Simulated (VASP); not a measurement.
# SiC (gw) (F-43m) in VASP: single point with PBEsol

Aim: the single point of SiC (gw) with PBEsol.

Program: VASP 6.6.1. These are calculated values, not measurements. Logs are shortened: lines on timing, memory, paths and dates and some standing lists are left out, and cuts for length are marked.

## Step 1: The cell of the first run

Symmetry: F-43m, No. 216, cubic system. Conventional cell: a = 4.357 Å, b = 4.357 Å, c = 4.357 Å, α = 90.00°, β = 90.00°, γ = 90.00°. Si (site symmetry -43m) has 4 C at 1.89 Å within 2.5 Å. Within 2.5 Å of C (site symmetry -43m) lie 4 Si at 1.89 Å.

## Step 2: Single point, PBEsol

File INCAR:

```
  PREC = Accurate
  ENCUT = 600
  EDIFF = 1E-6
  ISMEAR = 0
  SIGMA = 0.01
  LREAL = False
  LASPH = True
  NELM = 120
  ALGO = Normal
  ISIF = 2
  LWAVE = False
  LCHARG = True
  GGA = PS
  LELF = True
  LVHAR = True
  NBANDS = 11
  GGA_COMPAT = False
```

File KPOINTS:

```
regular mesh
0
Gamma
  6 6 6
```

File POSCAR:

```
SiC
1.0
    0.0000000000      2.1784301718      2.1784301718
    2.1784301718      0.0000000000      2.1784301718
    2.1784301718      2.1784301718      0.0000000000
Si C
1 1
Direct
    0.0000000000      0.0000000000      0.0000000000
    0.2500000000      0.2500000000      0.2500000000
```

Potentials or basis: VASP PAW PBE potentials, release 64 (Si, C).

The run is started by

```
$ cat potpaw_PBE.64/Si/POTCAR potpaw_PBE.64/C/POTCAR > POTCAR
$ mpirun -np 1 vasp_std > vasp.out
```

OUTCAR:

```text
PREC = Accurate
   ENCUT = 600
   EDIFF = 1E-6
   ISMEAR = 0
   LREAL = False
   LASPH = True
   NELM = 120
   ISIF = 2
   GGA = PS

 ion  position               nearest neighbor table
   1  0.000  0.000  0.000-   2 1.89   2 1.89   2 1.89   2 1.89
   2  0.250  0.250  0.250-   1 1.89   1 1.89   1 1.89   1 1.89

  LATTYP: Found a face centered cubic cell.
 ALAT       =     4.3568603436

  Lattice vectors:

 A1 = (   0.0000000000,   2.1784301718,   2.1784301718)
 A2 = (   2.1784301718,   0.0000000000,   2.1784301718)
 A3 = (   2.1784301718,   2.1784301718,   0.0000000000)

Analysis of symmetry for initial positions (statically):
=====================================================================
 Subroutine PRICEL returns:
 Original cell was already a primitive cell.

 Routine SETGRP: Setting up the symmetry group for a
 face centered cubic supercell.

 Subroutine GETGRP returns: Found 24 space group operations
 (whereof 24 operations were pure point group operations)
 out of a pool of 48 trial point group operations.

The static configuration has the point symmetry T_d .

Analysis of symmetry for dynamics (positions and initial velocities):
=====================================================================
 Subroutine PRICEL returns:
 Original cell was already a primitive cell.

 Routine SETGRP: Setting up the symmetry group for a
 face centered cubic supercell.

 Subroutine GETGRP returns: Found 24 space group operations
 (whereof 24 operations were pure point group operations)
 out of a pool of 48 trial point group operations.

The dynamic configuration has the point symmetry T_d .

 Subroutine INISYM returns: Found 24 space group operations
 (whereof 24 operations are pure point group operations),
 and found     1 'primitive' translations

----------------------------------------------------------------------------------------

                                     Primitive cell

  volume of cell :      20.6757

  direct lattice vectors                    reciprocal lattice vectors
     0.000000000  2.178430172  2.178430172    -0.229523079  0.229523079  0.229523079
     2.178430172  0.000000000  2.178430172     0.229523079 -0.229523079  0.229523079
     2.178430172  2.178430172  0.000000000     0.229523079  0.229523079 -0.229523079

  length of vectors
     3.080765494  3.080765494  3.080765494     0.397545634  0.397545634  0.397545634

  position of ions in fractional coordinates (direct lattice)
     0.000000000  0.000000000  0.000000000
     0.250000000  0.250000000  0.250000000

  ion indices of the primitive-cell ions
   primitive index   ion index
                 1           1
                 2           2

----------------------------------------------------------------------------------------

 KPOINTS: regular mesh

Automatic generation of k-mesh.
 Grid dimensions read from file:
 generate k-points for:    6    6    6

 Generating k-lattice:

  Cartesian coordinates                     Fractional coordinates (reciprocal lattice)
    -0.038253846  0.038253846  0.038253846     0.166666667  0.000000000  0.000000000
     0.038253846 -0.038253846  0.038253846     0.000000000  0.166666667  0.000000000
     0.038253846  0.038253846 -0.038253846     0.000000000  0.000000000  0.166666667

  Length of vectors
     0.066257606  0.066257606  0.066257606

  Shift w.r.t. Gamma in fractional coordinates (k-lattice)
     0.000000000  0.000000000  0.000000000

 Subroutine IBZKPT returns following result:
 ===========================================

 Found     16 irreducible k-points:

 Following reciprocal coordinates:
            Coordinates               Weight
  0.000000  0.000000  0.000000      1.000000
  0.166667  0.000000  0.000000      8.000000
  0.333333  0.000000  0.000000      8.000000
  0.500000  0.000000  0.000000      4.000000
  0.166667  0.166667  0.000000      6.000000
  0.333333  0.166667  0.000000     24.000000
[... 8 lines left out ...]
 -0.333333  0.333333  0.166667     24.000000
 -0.333333  0.500000  0.166667     12.000000
   k-points           NKPTS =     16   k-points in BZ     NKDIM =     16   number of bands    NBANDS=     11
   number of dos      NEDOS =    301   number of ions     NIONS =      2
   total plane-waves  NPLWV =  21952
   dimension x,y,z NGX =    28 NGY =   28 NGZ =   28
   dimension x,y,z NGXF=    56 NGYF=   56 NGZF=   56
   ions per type =               1   1
   NGX,Y,Z   is equivalent  to a cutoff of  15.11, 15.11, 15.11 a.u.
   NGXF,Y,Z  is equivalent  to a cutoff of  30.22, 30.22, 30.22 a.u.
 SYSTEM =  unknown system
   PREC   = accura    normal or accurate (medium, high low for compatibility)
   ISTART =      0    job   : 0-new  1-cont  2-samecut
   ICHARG =      2    charge: 1-file 2-atom 10-const
   ISPIN  =      1    spin polarized calculation?
   LNONCOLLINEAR =      F non collinear calculations
   LSORBIT =      F    spin-orbit coupling
   LASPH  =      T    aspherical Exc in radial PAW
   ENCUT  =  600.0 eV  44.10 Ry    6.64 a.u.   6.15  6.15  6.15*2*pi/ulx,y,z
   NELM   =    120;   NELMIN=  2; NELMDL= -5     # of ELM steps
   EDIFF  = 0.1E-05   stopping-criterion for ELM
   LREAL  =      F    real-space projection
[... 7 lines left out ...]
   TEBEG  =    0.0;   TEEND  =   0.0 temperature during run
   PSTRESS=    0.0 pullay stress
   NELECT =       8.0000    total number of electrons
   NUPDOWN=      -1.0000    fix difference up-down
   EMIN   =  10.00;   EMAX   =-10.00  energy-range for DOS
   EFERMI =   0.00;   METHOD = LEGACY
   ISMEAR =     0;   SIGMA  =   0.01  broadening in eV -4-tet -1-fermi 0-gaus
   EFERMI_NEDOS =   21; number of points for ismear=-14 and -15
   IALGO  =     38    algorithm
   IMIX   =      4    mixing-type and parameters
     AMIX     =   0.40;   BMIX     =  1.00
     AMIX_MAG =   1.60;   BMIX_MAG =  1.00
  volume/ion in A,a.u.               =      10.34        69.76
  Fermi-wavevector in a.u.,A,eV,Ry     =   1.192938  2.254326 19.362464  1.423101
  Thomas-Fermi vector in A             =   2.328964
   LORBIT       =      0    0 simple, 1 ext, 2 COOP (PROOUT), +10 PAW based schemes
   GGA     = PS    functional components
   LHFCALC =     F    Hartree Fock is set to
   AEXX    =    0.0000 exact exchange contribution
   IVDW    =     0    specifies the selected vdW correction
   LEPSILON=     F    determine dielectric tensor
   LRPA    =     F    only Hartree local field effects (RPA)
 non-spin polarized calculation
 Gauss-broadening in eV      SIGMA  =   0.01
  energy-cutoff  :      600.00
  volume of cell :       20.68
 maximum number of plane-waves:       701
 NGX is ok and might be reduce to    28
   NGX = 13   NGY = 13   NGZ = 13

 number of electron       8.0000000 magnetization

 Free energy of the ion-electron system (eV)
  ---------------------------------------------------
  ext. energy  EPLUGINS =         0.00000000
  ---------------------------------------------------
  free energy    TOTEN  =       -15.90475058 eV

  energy without entropy =      -15.90475058  energy(sigma->0) =      -15.90475058

 E-fermi :   8.1231     XC(G=0): -11.5066

 val. band max:        8.0726618658   @ k =   0.0000   0.0000   0.0000
 cond. band min:       9.2990074872   @ k =   0.5000   0.5000   0.0000
 fundamental gap:      1.2263456214
 Fermi energy:         8.1230960669

 k-point     1 :       0.0000    0.0000    0.0000
  band No.  band energies     occupation
      1      -7.3613      2.00000
      2       8.0727      2.00000
      3       8.0727      2.00000
      4       8.0727      2.00000
      5      14.2666      0.00000
      6      15.3142      0.00000
      7      15.3142      0.00000
      8      15.3142      0.00000
      9      22.5275      0.00000
     10      22.5275      0.00000
     11      24.3410      0.00000

 k-point     2 :       0.1667    0.0000    0.0000
  band No.  band energies     occupation
      1      -6.8192      2.00000
      2       5.6863      2.00000
      3       7.7401      2.00000
      4       7.7401      2.00000
      5      14.3552      0.00000
      6      15.8333      0.00000
      7      15.8333      0.00000
      8      16.3705      0.00000
      9      20.9547      0.00000
     10      20.9547      0.00000
     11      23.5292      0.00000

 k-point     3 :       0.3333    0.0000    0.0000
  band No.  band energies     occupation
      1      -5.2813      2.00000
      2       1.8584      2.00000
      3       7.2241      2.00000
      4       7.2241      2.00000
      5      13.6985      0.00000
      6      15.6338      0.00000
      7      15.6338      0.00000
      8      17.8875      0.00000
      9      22.2687      0.00000
     10      22.2687      0.00000
     11      23.1454      0.00000

 k-point     4 :       0.5000    0.0000    0.0000
  band No.  band energies     occupation
      1      -3.7523      2.00000
      2      -0.5350      2.00000
      3       7.0153      2.00000
      4       7.0153      2.00000
      5      13.4495      0.00000
      6      15.2090      0.00000
      7      15.2090      0.00000
      8      17.9886      0.00000
      9      24.0886      0.00000
     10      25.2142      0.00000
     11      25.2142      0.00000

 k-point     5 :       0.1667    0.1667    0.0000
  band No.  band energies     occupation
      1      -6.6382      2.00000
      2       6.2791      2.00000
      3       6.9520      2.00000
      4       6.9520      2.00000
      5      13.5230      0.00000
      6      15.3592      0.00000
      7      17.0576      0.00000
      8      17.0576      0.00000
      9      18.7966      0.00000
     10      23.3408      0.00000
     11      26.6513      0.00000
[... 99 lines left out ...]
 k-point    13 :       0.5000    0.5000    0.0000
  band No.  band energies     occupation
      1      -2.2873      2.00000
      2       0.2328      2.00000
      3       4.8590      2.00000
      4       4.8590      2.00000
      5       9.2990      0.00000
      6      12.2685      0.00000
      7      22.0318      0.00000
      8      22.0318      0.00000
      9      22.7654      0.00000
     10      28.1238      0.00000
     11      30.2308      0.00000

 k-point    14 :       0.5000    0.3333    0.1667
  band No.  band energies     occupation
      1      -3.9865      2.00000
      2       2.1026      2.00000
      3       3.9254      2.00000
      4       5.6232      2.00000
      5      12.8671      0.00000
      6      15.7269      0.00000
      7      16.5864      0.00000
      8      19.6762      0.00000
      9      21.3134      0.00000
     10      24.7801      0.00000
     11      28.5729      0.00000

 k-point    15 :      -0.3333    0.3333    0.1667
  band No.  band energies     occupation
      1      -2.6584      2.00000
      2       0.6506      2.00000
      3       3.3142      2.00000
      4       4.9097      2.00000
      5      13.0927      0.00000
      6      15.8820      0.00000
      7      18.3314      0.00000
      8      19.2516      0.00000
      9      20.9187      0.00000
     10      24.4463      0.00000
     11      29.1184      0.00000

 k-point    16 :      -0.3333    0.5000    0.1667
  band No.  band energies     occupation
      1      -2.1114      2.00000
      2       0.7529      2.00000
      3       3.5090      2.00000
      4       3.6291      2.00000
      5      11.9652      0.00000
      6      15.0665      0.00000
      7      18.8307      0.00000
      8      20.1994      0.00000
      9      22.1821      0.00000
     10      25.6938      0.00000
     11      29.1963      0.00000

------------------------ aborting loop because EDIFF is reached ----------------------------------------

  FORCE on cell =-STRESS in cart. coord.  units (eV):
  Direction    XX          YY          ZZ          XY          YZ          ZX
  --------------------------------------------------------------------------------------
  -------------------------------------------------------------------------------------
  Total        0.0332852      0.0332852      0.0332852      0.0000000      0.0000000     -0.0000000
  in kB        2.5792946      2.5792946      2.5792946      0.0000000      0.0000000     -0.0000000
  external PRESSURE =       2.5792946 kB  Pullay stress =       0.0000000 kB

 VOLUME and BASIS-vectors are now :
 -----------------------------------------------------------------------------
  energy-cutoff  :      600.00
  volume of cell :       20.68
      direct lattice vectors                 reciprocal lattice vectors
     0.000000000  2.178430172  2.178430172    -0.229523079  0.229523079  0.229523079
     2.178430172  0.000000000  2.178430172     0.229523079 -0.229523079  0.229523079
     2.178430172  2.178430172  0.000000000     0.229523079  0.229523079 -0.229523079

 POSITION                                       TOTAL-FORCE (eV/Angst)
 -----------------------------------------------------------------------------------
      0.00000      0.00000      0.00000        -0.000000      0.000000     -0.000000
      1.08922      1.08922      1.08922         0.000000     -0.000000      0.000000
 -----------------------------------------------------------------------------------
    total drift:                               -0.000000     -0.000000     -0.000000

  FREE ENERGIE OF THE ION-ELECTRON SYSTEM (eV)
  ---------------------------------------------------
  free  energy   TOTEN  =       -15.9047505850 eV

  energy  without entropy=      -15.9047505850  energy(sigma->0) =      -15.90475058
```

Run time: 4 s. Hardware: 1 thread of Intel Xeon 6975P-C (Granite Rapids), shared host; peak memory 0.14 GiB.

Results:

- Free energy: -15.9048 eV
- Pressure: 0.3 GPa
- Band gap on the k mesh: 1.23 eV, indirect (least direct gap 4.44 eV)

Levels at points of the mesh, in eV from the valence-band top:
| k point | band 2 | band 3 | band 4 | band 5 | band 6 | band 7 |
| --- | --- | --- | --- | --- | --- | --- |
| (0.00, 0.00, 0.00) | 0.00 | 0.00 | 0.00 | 6.19 | 7.24 | 7.24 |
| (0.50, 0.00, 0.00) | -8.61 | -1.06 | -1.06 | 5.38 | 7.14 | 7.14 |
| (0.50, 0.50, 0.00) | -7.84 | -3.21 | -3.21 | 1.23 | 4.20 | 13.96 |

Caveat: the PAW data sets were made with another functional, which shifts forces and pressure a little. A k mesh can miss the band edges.
